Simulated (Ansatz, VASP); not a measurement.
## One calculation of CoO, two programs

Contents of INCAR:

```
SYSTEM = CoO
PREC = Accurate
ENCUT = 520
EDIFF = 1E-6
ISMEAR = 0
SIGMA = 0.05
LREAL = .False.
LASPH = .True.
NELM = 150
ALGO = Normal
ISIF = 2
LWAVE = .False.
LCHARG = .True.
ISPIN = 2
MAGMOM = 2.88 0.24
LORBIT = 11
LMAXMIX = 4
LDAU = .True.
LDAUTYPE = 2
LDAUL = 2 -1
LDAUU = 3.3 0
LDAUJ = 0 0
LDAUPRINT = 1
GGA = PE
LELF = .True.
LVHAR = .True.
NBANDS = 18
```

Contents of KPOINTS:

```
regular mesh
0
Gamma
  10 10 10
  0 0 0
```

The input POSCAR:

```
CoO
1.0
    0.0000000000      2.1628257023      2.1628257023
    2.1628257023      0.0000000000      2.1628257023
    2.1628257023      2.1628257023      0.0000000000
Co O
1 1
Direct
    0.0000000000      0.0000000000      0.0000000000
    0.5000000000      0.5000000000      0.5000000000
```

Input for Ansatz:

```yaml
crystal:
  lattice:
    - [0.0, 2.1628257023, 2.1628257023]
    - [2.1628257023, 0.0, 2.1628257023]
    - [2.1628257023, 2.1628257023, 0.0]
  atoms:
    - { symbol: Co, position: [0.0, 0.0, 0.0], spin: 2.88 }
    - { symbol: O, position: [0.5, 0.5, 0.5] }
basis:
  ecutwfc: 420
  ecutrho_ratio: 4
kpoints:
  mp_grid: { grid: [10, 10, 10] }
hamiltonian:
  xc: pbe
  hubbard:
    sites:
      - { species: Co, l: d, u_eff: 3.3, starting_ns: start.occupation_matrices }
    ns_hold: { iters: 6 }
scf:
  occupations: { method: gaussian, width: 0.05 }
  lower_state_search: "off"
output:
  forces: true
  stress: true
  eigenvalues: true
  populations: true
  hubbard: { sites: [{ species: Co, l: d }] }
magnetization:
  spin_polarized: true
```

Alike in both runs: task single point; functional PBE; k mesh 10 × 10 × 10; occupations gaussian, width 0.05 eV; collinear spin; Hubbard terms Co d U = 3.3 eV.

|  | VASP | Ansatz |
| --- | --- | --- |
| version | VASP 6.6.1 | Ansatz 0.2.0 |
| potentials or method | VASP PAW PBE potentials, release 64 (Co, O), cutoff 520 eV | scalar-relativistic, plane waves, PAW |
| valence electrons in the cell | 15 | 23 |

Ansatz gave:

* pressure (GPa): 0.0
* net moment per atom (μB): 1.50
* size of the moment on the site where the two differ most (μB): 2.62

Which values does VASP return?

Pressure (GPa): -9.0; net moment per atom (μB): 1.50; size of the moment on the site where the two differ most (μB): 2.73.

Site moments also hang on the region over which each program counts them. The programs project onto different local orbitals, so the same U acts differently, and such runs can settle in different states. VASP's potentials hold 15 valence electrons a cell and Ansatz's 23, so a difference there can come from the potentials and not from the codes. Ansatz's warnings: symmetry narrowed by occupation matrices.
